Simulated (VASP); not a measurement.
# Ti3Si2 (P6_3/m) in VASP: single point with PBE

Aim: the single point of Ti3Si2 with PBE.

Everything below comes from runs of VASP 6.6.1. Logs are shortened: lines on timing, memory, paths and dates and some standing lists are left out, and cuts for length are marked.

**1. The cell of the first run**

It takes space group P6_3/m (No. 176, hexagonal). The conventional cell has a = 6.500 Å, b = 6.500 Å, c = 4.468 Å, α = 90.00°, β = 90.00°, γ = 120.00°. Within 3.4 Å of Ti (site symmetry m) lie 5 Si at 2.60 to 2.76 Å and 8 Ti at 2.81 to 3.24 Å. Within 3.5 Å of Si (site symmetry -6) lie 9 Ti at 2.64 to 2.76 Å. Within 3.0 Å of Si (site symmetry -3) lie 2 Si at 2.23 Å and 6 Ti at 2.60 Å.

The cell was generated, and may not be a known phase.

**2. Single point, PBE**

The input, INCAR:

```
  ALGO = All
  EDIFF = 1E-6
  ENCUT = 550
  GGA = PE
  GGA_COMPAT = False
  ISEARCH = 1
  ISIF = 2
  ISMEAR = 0
  KPAR = 4
  LASPH = True
  LCHARG = False
  LREAL = False
  LWAVE = False
  NBANDS = 55
  NELM = 300
  PREC = Accurate
  SIGMA = 0.1
```

The input, KPOINTS:

```
k-points
0
Gamma
  6 6 8
```

The input, POSCAR:

```
Ti3Si2
1.0
    6.5002937788      0.0000000000      0.0000000000
   -3.2501468894      5.6294195445      0.0000000000
    0.0000000000      0.0000000000      4.4675765504
Ti Si
6 4
Direct
    0.8972359688      0.5990761332      0.7500000000
    0.1027640312      0.4009238668      0.2500000000
    0.7018401643      0.1027640312      0.7500000000
    0.2981598357      0.8972359688      0.2500000000
    0.4009238668      0.2981598357      0.7500000000
    0.5990761332      0.7018401643      0.2500000000
    0.3333333333      0.6666666667      0.7500000000
    0.6666666667      0.3333333333      0.2500000000
    0.0000000000      0.0000000000      0.0000000000
    0.0000000000      0.0000000000      0.5000000000
```

Potentials or basis: VASP PAW PBE potentials, release 64 (Ti_sv, Si).

Launch:

```console
$ cat potpaw_PBE.64/Ti_sv/POTCAR potpaw_PBE.64/Si/POTCAR > POTCAR
$ mpirun -np 4 vasp_std > vasp.out
```

OUTCAR:

```text
EDIFF = 1E-6
   ENCUT = 550
   GGA = PE
   ISIF = 2
   ISMEAR = 0
   LASPH = True
   LREAL = False
   NELM = 300
   PREC = Accurate

 ion  position               nearest neighbor table
   1  0.897  0.599  0.750-   9 2.60  10 2.60   7 2.64   8 2.76   8 2.76   3 2.81   5 2.81
   2  0.103  0.401  0.250-   9 2.60  10 2.60   8 2.64   7 2.76   7 2.76   4 2.81   6 2.81
   3  0.702  0.103  0.750-   9 2.60  10 2.60   7 2.64   8 2.76   8 2.76   1 2.81   5 2.81
   4  0.298  0.897  0.250-   9 2.60  10 2.60   8 2.64   7 2.76   7 2.76   2 2.81   6 2.81
   5  0.401  0.298  0.750-   9 2.60  10 2.60   7 2.64   8 2.76   8 2.76   1 2.81   3 2.81
   6  0.599  0.702  0.250-   9 2.60  10 2.60   8 2.64   7 2.76   7 2.76   2 2.81   4 2.81
   7  0.333  0.667  0.750-   3 2.64   5 2.64   1 2.64   4 2.76   4 2.76   2 2.76   2 2.76   6 2.76
                             6 2.76
   8  0.667  0.333  0.250-   4 2.64   6 2.64   2 2.64   3 2.76   3 2.76   1 2.76   1 2.76   5 2.76
                             5 2.76
   9  0.000  0.000  0.000-  10 2.23  10 2.23   1 2.60   2 2.60   5 2.60   6 2.60   3 2.60   4 2.60

  10  0.000  0.000  0.500-   9 2.23   9 2.23   1 2.60   2 2.60   5 2.60   6 2.60   3 2.60   4 2.60

  LATTYP: Found a hexagonal cell.
 ALAT       =     6.5002937788
 C/A-ratio  =     0.6872884061

  Lattice vectors:

 A1 = (   6.5002937788,   0.0000000000,   0.0000000000)
 A2 = (  -3.2501468894,   5.6294195445,   0.0000000000)
 A3 = (   0.0000000000,   0.0000000000,   4.4675765504)

Analysis of symmetry for initial positions (statically):
=====================================================================
 Subroutine PRICEL returns:
 Original cell was already a primitive cell.

 Routine SETGRP: Setting up the symmetry group for a
 hexagonal supercell.

 Subroutine GETGRP returns: Found 12 space group operations
 (whereof  6 operations were pure point group operations)
 out of a pool of 24 trial point group operations.

The static configuration has the point symmetry S_6 .
 The point group associated with its full space group is C_6h.

Analysis of symmetry for dynamics (positions and initial velocities):
=====================================================================
 Subroutine PRICEL returns:
 Original cell was already a primitive cell.

 Routine SETGRP: Setting up the symmetry group for a
 hexagonal supercell.

 Subroutine GETGRP returns: Found 12 space group operations
 (whereof  6 operations were pure point group operations)
 out of a pool of 24 trial point group operations.

The dynamic configuration has the point symmetry S_6 .
 The point group associated with its full space group is C_6h.

 Subroutine INISYM returns: Found 12 space group operations
 (whereof  6 operations are pure point group operations),
 and found     1 'primitive' translations

----------------------------------------------------------------------------------------

                                     Primitive cell

  volume of cell :     163.4815

  direct lattice vectors                    reciprocal lattice vectors
     6.500293779  0.000000000  0.000000000     0.153839201  0.088819104  0.000000000
    -3.250146889  5.629419545  0.000000000     0.000000000  0.177638208  0.000000000
     0.000000000  0.000000000  4.467576550     0.000000000  0.000000000  0.223835001

  length of vectors
     6.500293779  6.500293779  4.467576550     0.177638208  0.177638208  0.223835001

  position of ions in fractional coordinates (direct lattice)
     0.897235969  0.599076133  0.750000000
     0.102764031  0.400923867  0.250000000
     0.701840164  0.102764031  0.750000000
     0.298159836  0.897235969  0.250000000
     0.400923867  0.298159836  0.750000000
     0.599076133  0.701840164  0.250000000
     0.333333333  0.666666667  0.750000000
     0.666666667  0.333333333  0.250000000
     0.000000000  0.000000000  0.000000000
     0.000000000  0.000000000  0.500000000

  ion indices of the primitive-cell ions
   primitive index   ion index
                 1           1
                 2           2
                 3           3
                 4           4
                 5           5
                 6           6
                 7           7
                 8           8
                 9           9
                10          10

----------------------------------------------------------------------------------------

 KPOINTS: k-points

Automatic generation of k-mesh.
 Grid dimensions read from file:
 generate k-points for:    6    6    8

 Generating k-lattice:

  Cartesian coordinates                     Fractional coordinates (reciprocal lattice)
     0.025639867  0.014803184  0.000000000     0.166666667  0.000000000  0.000000000
     0.000000000  0.029606368  0.000000000     0.000000000  0.166666667  0.000000000
     0.000000000  0.000000000  0.027979375     0.000000000  0.000000000  0.125000000

  Length of vectors
     0.029606368  0.029606368  0.027979375

  Shift w.r.t. Gamma in fractional coordinates (k-lattice)
     0.000000000  0.000000000  0.000000000

 Subroutine IBZKPT returns following result:
 ===========================================

 Found     40 irreducible k-points:

 Following reciprocal coordinates:
            Coordinates               Weight
  0.000000  0.000000  0.000000      1.000000
  0.166667  0.000000  0.000000      6.000000
  0.333333  0.000000  0.000000      6.000000
  0.500000  0.000000  0.000000      3.000000
  0.166667  0.166667  0.000000      6.000000
  0.333333  0.166667  0.000000      6.000000
[... 16 lines left out ...]
 -0.333333  0.500000 -0.250000     12.000000
  0.333333  0.333333  0.250000      4.000000
 [... further k-points ...]
   k-points           NKPTS =     40   k-points in BZ     NKDIM =     40   number of bands    NBANDS=     55
   number of dos      NEDOS =    301   number of ions     NIONS =     10
   total plane-waves  NPLWV =  90000
   dimension x,y,z NGX =    50 NGY =   50 NGZ =   36
   dimension x,y,z NGXF=   100 NGYF=  100 NGZF=   72
   ions per type =               6   4
   NGX,Y,Z   is equivalent  to a cutoff of  12.79, 12.79, 13.40 a.u.
   NGXF,Y,Z  is equivalent  to a cutoff of  25.58, 25.58, 26.79 a.u.
 SYSTEM =  unknown system
   PREC   = accura    normal or accurate (medium, high low for compatibility)
   ISTART =      0    job   : 0-new  1-cont  2-samecut
   ICHARG =      2    charge: 1-file 2-atom 10-const
   ISPIN  =      1    spin polarized calculation?
   LNONCOLLINEAR =      F non collinear calculations
   LSORBIT =      F    spin-orbit coupling
   LASPH  =      T    aspherical Exc in radial PAW
   ENCUT  =  550.0 eV  40.42 Ry    6.36 a.u.  12.43 12.43  8.54*2*pi/ulx,y,z
   NELM   =    300;   NELMIN=  2; NELMDL= -5     # of ELM steps
   EDIFF  = 0.1E-05   stopping-criterion for ELM
   LREAL  =      F    real-space projection
   EDIFFG = 0.1E-04   stopping-criterion for IOM
   NSW    =      0    number of steps for IOM
   IBRION =     -1    ionic relax: 0-MD 1-quasi-New 2-CG
   NFREE  =      0    steps in history (QN), initial steepest desc. (CG)
   ISIF   =      2    stress and relaxation
   ISYM   =      2    0-nonsym 1-usesym 2-fastsym
   POTIM  = 0.5000    time-step for ionic-motion
   TEBEG  =    0.0;   TEEND  =   0.0 temperature during run
   PSTRESS=    0.0 pullay stress
   NELECT =      88.0000    total number of electrons
   NUPDOWN=      -1.0000    fix difference up-down
   EMIN   =  10.00;   EMAX   =-10.00  energy-range for DOS
   EFERMI =   0.00;   METHOD = LEGACY
   ISMEAR =     0;   SIGMA  =   0.10  broadening in eV -4-tet -1-fermi 0-gaus
   EFERMI_NEDOS =   21; number of points for ismear=-14 and -15
   IALGO  =     58    algorithm
   IMIX   =      4    mixing-type and parameters
     AMIX     =   0.40;   BMIX     =  1.00
     AMIX_MAG =   1.60;   BMIX_MAG =  1.00
  volume/ion in A,a.u.               =      16.35       110.32
  Fermi-wavevector in a.u.,A,eV,Ry     =   1.331720  2.516585 24.129628  1.773478
  Thomas-Fermi vector in A             =   2.460709
   LORBIT       =      0    0 simple, 1 ext, 2 COOP (PROOUT), +10 PAW based schemes
   GGA     = PE    functional components
   LHFCALC =     F    Hartree Fock is set to
   AEXX    =    0.0000 exact exchange contribution
   IVDW    =     0    specifies the selected vdW correction
   LEPSILON=     F    determine dielectric tensor
   LRPA    =     F    only Hartree local field effects (RPA)
 non-spin polarized calculation
 Gauss-broadening in eV      SIGMA  =   0.10
  energy-cutoff  :      550.00
  volume of cell :      163.48
 maximum number of plane-waves:      4823
 NGX is ok and might be reduce to    50
   NGX = 25   NGY = 25   NGZ = 17

 number of electron      87.9999991 magnetization

 Free energy of the ion-electron system (eV)
  ---------------------------------------------------
  ext. energy  EPLUGINS =         0.00000000
  ---------------------------------------------------
  free energy    TOTEN  =       -72.56479728 eV

  energy without entropy =      -72.49850432  energy(sigma->0) =      -72.53165080

 E-fermi :   8.3746     XC(G=0): -11.2757

 val. band max:        8.3733207616   @ k =  -0.3333   0.5000   0.5000
 cond. band min:       8.3877337257   @ k =   0.3333   0.0000   0.5000
 fundamental gap:      0.0144129641
 Fermi energy:         8.3745828888

 k-point     1 :       0.0000    0.0000    0.0000
  band No.  band energies     occupation
      1     -48.2826      2.00000
      2     -48.2470      2.00000
      3     -48.2216      2.00000
      4     -48.2216      2.00000
      5     -48.2193      2.00000
      6     -48.2193      2.00000
[... 47 lines left out ...]
     54      10.5318      0.00000
     55      10.5643      0.00000

 k-point     2 :       0.1667    0.0000    0.0000
  band No.  band energies     occupation
      1     -48.2808      2.00000
      2     -48.2499      2.00000
      3     -48.2240      2.00000
      4     -48.2230      2.00000
      5     -48.2169      2.00000
      6     -48.2169      2.00000
[... 47 lines left out ...]
     54      10.4204      0.00000
     55      10.4532      0.00000

 k-point     3 :       0.3333    0.0000    0.0000
  band No.  band energies     occupation
      1     -48.2761      2.00000
      2     -48.2565      2.00000
      3     -48.2264      2.00000
      4     -48.2239      2.00000
      5     -48.2145      2.00000
      6     -48.2142      2.00000
[... 1152 lines left out ...]
 k-point    23 :      -0.3333    0.5000   -0.2500
  band No.  band energies     occupation
      1     -48.2695      2.00000
      2     -48.2614      2.00000
      3     -48.2267      2.00000
      4     -48.2217      2.00000
      5     -48.2174      2.00000
      6     -48.2146      2.00000
[... 47 lines left out ...]
     54      10.2363      0.00000
     55      10.3063      0.00000

 k-point    24 :       0.3333    0.3333    0.2500
  band No.  band energies     occupation
      1     -48.2655      2.00000
      2     -48.2655      2.00000
      3     -48.2277      2.00000
      4     -48.2192      2.00000
      5     -48.2192      2.00000
      6     -48.2140      2.00000
[... 47 lines left out ...]
     54      10.3912      0.00000
     55      10.4729      0.00000

 [... further k-points ...]

------------------------ aborting loop because EDIFF is reached ----------------------------------------

  FORCE on cell =-STRESS in cart. coord.  units (eV):
  Direction    XX          YY          ZZ          XY          YZ          ZX
  --------------------------------------------------------------------------------------
  -------------------------------------------------------------------------------------
  Total       -0.0388261     -0.0388261     -0.0393450     -0.0000006      0.0000000      0.0000000
  in kB       -0.3805096     -0.3805096     -0.3855947     -0.0000059      0.0000000      0.0000000
  external PRESSURE =      -0.3822046 kB  Pullay stress =       0.0000000 kB

 VOLUME and BASIS-vectors are now :
 -----------------------------------------------------------------------------
  energy-cutoff  :      550.00
  volume of cell :      163.48
      direct lattice vectors                 reciprocal lattice vectors
     6.500293779  0.000000000  0.000000000     0.153839201  0.088819104  0.000000000
    -3.250146889  5.629419545  0.000000000     0.000000000  0.177638208  0.000000000
     0.000000000  0.000000000  4.467576550     0.000000000  0.000000000  0.223835001

 POSITION                                       TOTAL-FORCE (eV/Angst)
 -----------------------------------------------------------------------------------
      3.88521      3.37245      3.35068         0.004319     -0.010237     -0.000000
     -0.63507      2.25697      1.11689        -0.004319      0.010237     -0.000000
      4.22817      0.57850      3.35068        -0.011025      0.001378     -0.000000
     -0.97802      5.05092      1.11689         0.011025     -0.001378      0.000000
      1.63706      1.67847      3.35068         0.006706      0.008859     -0.000000
      1.61309      3.95095      1.11689        -0.006706     -0.008859      0.000000
     -0.00000      3.75295      3.35068         0.000000     -0.000000      0.000000
      3.25015      1.87647      1.11689        -0.000000      0.000000     -0.000000
      0.00000      0.00000      0.00000         0.000000      0.000000     -0.000000
      0.00000      0.00000      2.23379         0.000000      0.000000     -0.000000
 -----------------------------------------------------------------------------------
    total drift:                               -0.000000      0.000000     -0.000000

  FREE ENERGIE OF THE ION-ELECTRON SYSTEM (eV)
  ---------------------------------------------------
  free  energy   TOTEN  =       -72.5647972819 eV

  energy  without entropy=      -72.4985004707  energy(sigma->0) =      -72.53164888
```

Run time: 3.5 min. Hardware: 4 MPI ranks of Intel Xeon Platinum 8259CL at 2.50GHz (Skylake/Cascade Lake), shared host; peak memory 0.79 GiB.

Results:

```
Free energy            : -72.5648 eV
Pressure               : 0.0 GPa
Largest force          : 0.011 eV/Å
Band gap on the k mesh : zero (bands 44 and 45 overlap by 0.30 eV)
```

Forces in eV/Å, atoms in the order of the input:
```
Ti   0.004 -0.010  0.000
Ti  -0.004  0.010  0.000
Ti  -0.011  0.001  0.000
Ti   0.011 -0.001  0.000
Ti   0.007  0.009  0.000
Ti  -0.007 -0.009  0.000
Si   0.000  0.000  0.000
Si   0.000  0.000  0.000
Si   0.000  0.000  0.000
Si   0.000  0.000  0.000
```
